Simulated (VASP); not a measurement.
# ScBPt3 in VASP: further runs

The runs below take ScBPt3 through single point, with PBEsol.

Everything below comes from runs of VASP 6.6.1. Logs are shortened: lines on timing, memory, paths and dates and some standing lists are left out, and cuts for length are marked.

### 1 The cell of the first run

It takes space group Pm-3m (No. 221, cubic). The conventional cell has a = 4.262 Å, b = 4.262 Å, c = 4.262 Å, α = 90.00°, β = 90.00°, γ = 90.00°. Within 4.0 Å of Sc (site symmetry m-3m) lie 12 Pt at 3.01 Å and 8 B at 3.69 Å. Within 2.8 Å of B (site symmetry m-3m) lie 6 Pt at 2.13 Å. Pt (site symmetry 4/mmm) has 2 B at 2.13 Å within 2.8 Å.

### 2 Single point, PBEsol

File INCAR:

```
SYSTEM = ScBPt3
  PREC = Accurate
  ENCUT = 520
  EDIFF = 1E-6
  ISMEAR = -1
  SIGMA = 0.15
  LREAL = .FALSE.
  LASPH = .TRUE.
  NELM = 100
  ALGO = Normal
  ISIF = 2
  LWAVE = .FALSE.
  LCHARG = .TRUE.
  GGA = PS
  LELF = .TRUE.
  LVHAR = .TRUE.
  NBANDS = 30
```

File KPOINTS:

```
Automatic mesh
0
G
  5 5 5
  0 0 0
```

File POSCAR:

```
ScBPt3
1.0
    4.2621560000      0.0000000000      0.0000000000
    0.0000000000      4.2621560000      0.0000000000
    0.0000000000      0.0000000000      4.2621560000
Sc B Pt
1 1 3
Direct
    0.0000000000      0.0000000000      0.0000000000
    0.5000000000      0.5000000000      0.5000000000
    0.0000000000      0.5000000000      0.5000000000
    0.5000000000      0.5000000000      0.0000000000
    0.5000000000      0.0000000000      0.5000000000
```

Potentials or basis: VASP PAW PBE potentials, release 64 (Sc_sv, B, Pt).

On the command line:

```console
$ cat potpaw_PBE.64/Sc_sv/POTCAR potpaw_PBE.64/B/POTCAR potpaw_PBE.64/Pt/POTCAR > POTCAR
$ mpirun -np 1 vasp_std > vasp.out
```

OUTCAR:

```text
SYSTEM = ScBPt3
   PREC = Accurate
   ENCUT = 520
   EDIFF = 1E-6
   ISMEAR = -1
   LREAL = .FALSE.
   LASPH = .TRUE.
   NELM = 100
   ISIF = 2
   GGA = PS

 ion  position               nearest neighbor table
   1  0.000  0.000  0.000-   3 3.01   4 3.01   5 3.01   3 3.01   5 3.01   3 3.01   4 3.01   3 3.01
                             4 3.01   5 3.01   5 3.01   4 3.01
   2  0.500  0.500  0.500-   3 2.13   4 2.13   5 2.13   4 2.13   5 2.13   3 2.13
   3  0.000  0.500  0.500-   2 2.13   2 2.13   4 3.01   5 3.01   1 3.01   4 3.01   1 3.01   5 3.01
                             1 3.01   1 3.01   4 3.01   5 3.01   4 3.01   5 3.01
   4  0.500  0.500  0.000-   2 2.13   2 2.13   3 3.01   5 3.01   1 3.01   3 3.01   5 3.01   1 3.01
                             5 3.01   5 3.01   1 3.01   3 3.01   3 3.01   1 3.01
   5  0.500  0.000  0.500-   2 2.13   2 2.13   3 3.01   4 3.01   1 3.01   4 3.01   1 3.01   3 3.01
                             4 3.01   4 3.01   1 3.01   3 3.01   1 3.01   3 3.01

  LATTYP: Found a simple cubic cell.
 ALAT       =     4.2621560000

  Lattice vectors:

 A1 = (   4.2621560000,   0.0000000000,   0.0000000000)
 A2 = (   0.0000000000,   4.2621560000,   0.0000000000)
 A3 = (   0.0000000000,   0.0000000000,   4.2621560000)

Analysis of symmetry for initial positions (statically):
=====================================================================
 Subroutine PRICEL returns:
 Original cell was already a primitive cell.

 Routine SETGRP: Setting up the symmetry group for a
 simple cubic supercell.

 Subroutine GETGRP returns: Found 48 space group operations
 (whereof 48 operations were pure point group operations)
 out of a pool of 48 trial point group operations.

The static configuration has the point symmetry O_h .

Analysis of symmetry for dynamics (positions and initial velocities):
=====================================================================
 Subroutine PRICEL returns:
 Original cell was already a primitive cell.

 Routine SETGRP: Setting up the symmetry group for a
 simple cubic supercell.

 Subroutine GETGRP returns: Found 48 space group operations
 (whereof 48 operations were pure point group operations)
 out of a pool of 48 trial point group operations.

The dynamic configuration has the point symmetry O_h .

 Subroutine INISYM returns: Found 48 space group operations
 (whereof 48 operations are pure point group operations),
 and found     1 'primitive' translations

----------------------------------------------------------------------------------------

                                     Primitive cell

  volume of cell :      77.4262

  direct lattice vectors                    reciprocal lattice vectors
     4.262156000  0.000000000  0.000000000     0.234623041  0.000000000  0.000000000
     0.000000000  4.262156000  0.000000000     0.000000000  0.234623041  0.000000000
     0.000000000  0.000000000  4.262156000     0.000000000  0.000000000  0.234623041

  length of vectors
     4.262156000  4.262156000  4.262156000     0.234623041  0.234623041  0.234623041

  position of ions in fractional coordinates (direct lattice)
     0.000000000  0.000000000  0.000000000
     0.500000000  0.500000000  0.500000000
     0.000000000  0.500000000  0.500000000
     0.500000000  0.500000000  0.000000000
     0.500000000  0.000000000  0.500000000

  ion indices of the primitive-cell ions
   primitive index   ion index
                 1           1
                 2           2
                 3           3
                 4           4
                 5           5

----------------------------------------------------------------------------------------

 KPOINTS: Automatic mesh

Automatic generation of k-mesh.
 Grid dimensions read from file:
 generate k-points for:    5    5    5

 Generating k-lattice:

  Cartesian coordinates                     Fractional coordinates (reciprocal lattice)
     0.046924608  0.000000000  0.000000000     0.200000000  0.000000000  0.000000000
     0.000000000  0.046924608  0.000000000     0.000000000  0.200000000  0.000000000
     0.000000000  0.000000000  0.046924608     0.000000000  0.000000000  0.200000000

  Length of vectors
     0.046924608  0.046924608  0.046924608

  Shift w.r.t. Gamma in fractional coordinates (k-lattice)
     0.000000000  0.000000000  0.000000000

 Subroutine IBZKPT returns following result:
 ===========================================

 Found     10 irreducible k-points:

 Following reciprocal coordinates:
            Coordinates               Weight
  0.000000  0.000000  0.000000      1.000000
  0.200000  0.000000  0.000000      6.000000
  0.400000  0.000000  0.000000      6.000000
  0.200000  0.200000  0.000000     12.000000
  0.400000  0.200000  0.000000     24.000000
  0.400000  0.400000  0.000000     12.000000
  0.200000  0.200000  0.200000      8.000000
  0.400000  0.200000  0.200000     24.000000
  0.400000  0.400000  0.200000     24.000000
  0.400000  0.400000  0.400000      8.000000
   k-points           NKPTS =     10   k-points in BZ     NKDIM =     10   number of bands    NBANDS=     30
   number of dos      NEDOS =    301   number of ions     NIONS =      5
   total plane-waves  NPLWV =  32768
   dimension x,y,z NGX =    32 NGY =   32 NGZ =   32
   dimension x,y,z NGXF=    64 NGYF=   64 NGZF=   64
   ions per type =               1   1   3
   NGX,Y,Z   is equivalent  to a cutoff of  12.48, 12.48, 12.48 a.u.
   NGXF,Y,Z  is equivalent  to a cutoff of  24.96, 24.96, 24.96 a.u.
 SYSTEM =  ScBPt3
   PREC   = accura    normal or accurate (medium, high low for compatibility)
   ISTART =      0    job   : 0-new  1-cont  2-samecut
   ICHARG =      2    charge: 1-file 2-atom 10-const
   ISPIN  =      1    spin polarized calculation?
   LNONCOLLINEAR =      F non collinear calculations
   LSORBIT =      F    spin-orbit coupling
   LASPH  =      T    aspherical Exc in radial PAW
   ENCUT  =  520.0 eV  38.22 Ry    6.18 a.u.   7.92  7.92  7.92*2*pi/ulx,y,z
   NELM   =    100;   NELMIN=  2; NELMDL= -5     # of ELM steps
   EDIFF  = 0.1E-05   stopping-criterion for ELM
   LREAL  =      F    real-space projection
   EDIFFG = 0.1E-04   stopping-criterion for IOM
   NSW    =      0    number of steps for IOM
   IBRION =     -1    ionic relax: 0-MD 1-quasi-New 2-CG
   NFREE  =      0    steps in history (QN), initial steepest desc. (CG)
   ISIF   =      2    stress and relaxation
   ISYM   =      2    0-nonsym 1-usesym 2-fastsym
   POTIM  = 0.5000    time-step for ionic-motion
   TEBEG  =    0.0;   TEEND  =   0.0 temperature during run
   PSTRESS=    0.0 pullay stress
   NELECT =      44.0000    total number of electrons
   NUPDOWN=      -1.0000    fix difference up-down
   EMIN   =  10.00;   EMAX   =-10.00  energy-range for DOS
   EFERMI =   0.00;   METHOD = LEGACY
   ISMEAR =    -1;   SIGMA  =   0.15  broadening in eV -4-tet -1-fermi 0-gaus
   EFERMI_NEDOS =   21; number of points for ismear=-14 and -15
   IALGO  =     38    algorithm
   IMIX   =      4    mixing-type and parameters
     AMIX     =   0.40;   BMIX     =  1.00
     AMIX_MAG =   1.60;   BMIX_MAG =  1.00
  volume/ion in A,a.u.               =      15.49       104.50
  Fermi-wavevector in a.u.,A,eV,Ry     =   1.356010  2.562488 25.017909  1.838764
  Thomas-Fermi vector in A             =   2.483050
   LORBIT       =      0    0 simple, 1 ext, 2 COOP (PROOUT), +10 PAW based schemes
   GGA     = PS    functional components
   LHFCALC =     F    Hartree Fock is set to
   AEXX    =    0.0000 exact exchange contribution
   IVDW    =     0    specifies the selected vdW correction
   LEPSILON=     F    determine dielectric tensor
   LRPA    =     F    only Hartree local field effects (RPA)
 non-spin polarized calculation
  energy-cutoff  :      520.00
  volume of cell :       77.43
 maximum number of plane-waves:      2103
 NGX is ok and might be reduce to    32
   NGX = 15   NGY = 15   NGZ = 15

 number of electron      44.0000014 magnetization

 Free energy of the ion-electron system (eV)
  ---------------------------------------------------
  ext. energy  EPLUGINS =         0.00000000
  ---------------------------------------------------
  free energy    TOTEN  =       -37.71208866 eV

  energy without entropy =      -37.44519383  energy(sigma->0) =      -37.57864124

 E-fermi :   8.5960     XC(G=0): -12.3007

 val. band max:        8.5872599646   @ k =   0.4000   0.2000   0.2000
 cond. band min:       8.8076611453   @ k =   0.4000   0.4000   0.0000
 fundamental gap:      0.2204011808
 Fermi energy:         8.5960055919

 k-point     1 :       0.0000    0.0000    0.0000
  band No.  band energies     occupation
      1     -41.8575      2.00000
      2     -20.5223      2.00000
      3     -20.5223      2.00000
      4     -20.5223      2.00000
      5      -3.4506      2.00000
      6       1.4996      2.00000
[... 22 lines left out ...]
     29      13.5426      0.00000
     30      13.5426      0.00000

 k-point     2 :       0.2000    0.0000    0.0000
  band No.  band energies     occupation
      1     -41.8572      2.00000
      2     -20.5286      2.00000
      3     -20.5229      2.00000
      4     -20.5229      2.00000
      5      -3.1388      2.00000
      6       1.7953      2.00000
[... 22 lines left out ...]
     29      12.9897      0.00000
     30      13.1001      0.00000

 k-point     3 :       0.4000    0.0000    0.0000
  band No.  band energies     occupation
      1     -41.8567      2.00000
      2     -20.5389      2.00000
      3     -20.5238      2.00000
      4     -20.5238      2.00000
      5      -2.4479      2.00000
      6       1.6868      2.00000
[... 22 lines left out ...]
     29      12.0820      0.00000
     30      13.7766      0.00000

 k-point     4 :       0.2000    0.2000    0.0000
  band No.  band energies     occupation
      1     -41.8570      2.00000
      2     -20.5298      2.00000
      3     -20.5272      2.00000
      4     -20.5234      2.00000
      5      -2.8308      2.00000
      6       2.0756      2.00000
[... 22 lines left out ...]
     29      12.7987      0.00000
     30      13.2649      0.00000

 k-point     5 :       0.4000    0.2000    0.0000
  band No.  band energies     occupation
      1     -41.8566      2.00000
      2     -20.5377      2.00000
      3     -20.5283      2.00000
      4     -20.5243      2.00000
      5      -2.1337      2.00000
      6       1.5166      2.00000
[... 22 lines left out ...]
     29      12.3405      0.00000
     30      12.9564      0.00000

 k-point     6 :       0.4000    0.4000    0.0000
  band No.  band energies     occupation
      1     -41.8563      2.00000
      2     -20.5361      2.00000
      3     -20.5351      2.00000
      4     -20.5251      2.00000
      5      -1.3702      2.00000
      6       1.1955      2.00000
[... 22 lines left out ...]
     29      11.5839      0.00000
     30      13.5143      0.00000

 k-point     7 :       0.2000    0.2000    0.2000
  band No.  band energies     occupation
      1     -41.8568      2.00000
      2     -20.5309      2.00000
      3     -20.5271      2.00000
      4     -20.5271      2.00000
      5      -2.5305      2.00000
      6       2.3083      2.00000
[... 22 lines left out ...]
     29      13.5636      0.00000
     30      13.7584      0.00000

 k-point     8 :       0.4000    0.2000    0.2000
  band No.  band energies     occupation
      1     -41.8564      2.00000
      2     -20.5365      2.00000
      3     -20.5292      2.00000
      4     -20.5269      2.00000
      5      -1.8367      2.00000
      6       1.2969      2.00000
[... 22 lines left out ...]
     29      12.9251      0.00000
     30      12.9887      0.00000

 k-point     9 :       0.4000    0.4000    0.2000
  band No.  band energies     occupation
      1     -41.8562      2.00000
      2     -20.5350      2.00000
      3     -20.5338      2.00000
      4     -20.5277      2.00000
      5      -1.1011      2.00000
      6       0.9490      2.00000
[... 22 lines left out ...]
     29      11.7324      0.00000
     30      13.7393      0.00000

 k-point    10 :       0.4000    0.4000    0.4000
  band No.  band energies     occupation
      1     -41.8561      2.00000
      2     -20.5332      2.00000
      3     -20.5318      2.00000
      4     -20.5318      2.00000
      5      -0.4168      2.00000
      6       0.6350      2.00000
[... 22 lines left out ...]
     29      12.2223      0.00000
     30      12.2223      0.00000

------------------------ aborting loop because EDIFF is reached ----------------------------------------

  FORCE on cell =-STRESS in cart. coord.  units (eV):
  Direction    XX          YY          ZZ          XY          YZ          ZX
  --------------------------------------------------------------------------------------
  -------------------------------------------------------------------------------------
  Total       -3.4632759     -3.4632759     -3.4632759      0.0000000      0.0000000      0.0000000
  in kB      -71.6654202    -71.6654202    -71.6654202      0.0000000      0.0000000      0.0000000
  external PRESSURE =     -71.6654202 kB  Pullay stress =       0.0000000 kB

 VOLUME and BASIS-vectors are now :
 -----------------------------------------------------------------------------
  energy-cutoff  :      520.00
  volume of cell :       77.43
      direct lattice vectors                 reciprocal lattice vectors
     4.262156000  0.000000000  0.000000000     0.234623041  0.000000000  0.000000000
     0.000000000  4.262156000  0.000000000     0.000000000  0.234623041  0.000000000
     0.000000000  0.000000000  4.262156000     0.000000000  0.000000000  0.234623041

 POSITION                                       TOTAL-FORCE (eV/Angst)
 -----------------------------------------------------------------------------------
      0.00000      0.00000      0.00000         0.000000      0.000000      0.000000
      2.13108      2.13108      2.13108         0.000000      0.000000      0.000000
      0.00000      2.13108      2.13108         0.000000      0.000000      0.000000
      2.13108      2.13108      0.00000         0.000000      0.000000      0.000000
      2.13108      0.00000      2.13108         0.000000      0.000000      0.000000
 -----------------------------------------------------------------------------------
    total drift:                                0.000000     -0.000000     -0.000000

  FREE ENERGIE OF THE ION-ELECTRON SYSTEM (eV)
  ---------------------------------------------------
  free  energy   TOTEN  =       -37.7120886644 eV

  energy  without entropy=      -37.4451938250  energy(sigma->0) =      -37.57864124
```

It took 26 s on 1 thread of Intel Xeon Platinum 8375C at 2.90GHz (Ice Lake), shared host; peak memory 0.18 GiB.

Results:

| Item | Value |
| --- | --- |
| Free energy | -37.7121 eV |
| Pressure | -7.2 GPa |
| Band gap on the k mesh | zero (band 22 reaches 8.89 eV, above the bottom of band 23 at 7.53 eV) |

Levels at points of the mesh, in eV from the Fermi level:
```
           k point  band 19  band 20  band 21  band 22  band 23  band 24  band 25  band 26
(0.00, 0.00, 0.00)    -2.30    -1.08    -1.07    -1.07    -1.07     1.35     1.35     2.44
```

Caveat: the PAW data sets were made with another functional, which shifts forces and pressure a little; spin-orbit coupling is left out, which moves the levels of the heavy elements.

### 3 Single point, PBEsol

This run uses another cell than the first one, of 14.97 Å³/atom, 0.966 times its volume.

File INCAR:

```
SYSTEM = ScBPt3
  ALGO = Normal
  EDIFF = 1E-6
  ENCUT = 520
  GGA = PS
  ISIF = 2
  ISMEAR = -1
  LASPH = .True.
  LCHARG = .False.
  LREAL = .False.
  LWAVE = .False.
  NBANDS = 30
  NELM = 80
  PREC = Accurate
  SIGMA = 0.15
```

File KPOINTS:

```
k-points
0
Gamma
  5 5 5
  0 0 0
```

Changes to POSCAR since step 2:

```diff
@@ -2,4 +2,4 @@
 1.0
-    4.2621560000      0.0000000000      0.0000000000
-    0.0000000000      4.2621560000      0.0000000000
+    4.1900179569      0.0000000000      0.0000000000
+    0.0000000000      4.1900179569      0.0000000000
     0.0000000000      0.0000000000      4.2621560000
```

Potentials or basis: VASP PAW PBE potentials, release 64 (Sc_sv, B, Pt).

On the command line:

```console
$ cat potpaw_PBE.64/Sc_sv/POTCAR potpaw_PBE.64/B/POTCAR potpaw_PBE.64/Pt/POTCAR > POTCAR
$ mpirun -np 1 vasp_std > vasp.out
```

It took 39 s on 1 thread of Intel Xeon Platinum 8375C at 2.90GHz (Ice Lake), shared host; peak memory 0.2 GiB.

It converged, with:

- Free energy: -37.7692 eV
- Pressure: -0.8 GPa
- Band gap on the k mesh: zero (band 22 reaches 9.37 eV, above the bottom of band 23 at 8.03 eV)

Stress tensor (GPa, compression positive):
```
 0.18  0.00  0.00
 0.00  0.18  0.00
 0.00  0.00 -2.64
```

Levels at points of the mesh, in eV from the Fermi level:
```csv
k point,band 20,band 21,band 22,band 23,band 24,band 25
"(0.00, 0.00, 0.00)",-1.12,-1.11,-1.11,-1.07,1.34,1.47
```

Caveat: the PAW data sets were made with another functional, which shifts forces and pressure a little; spin-orbit coupling is left out, which moves the levels of the heavy elements.
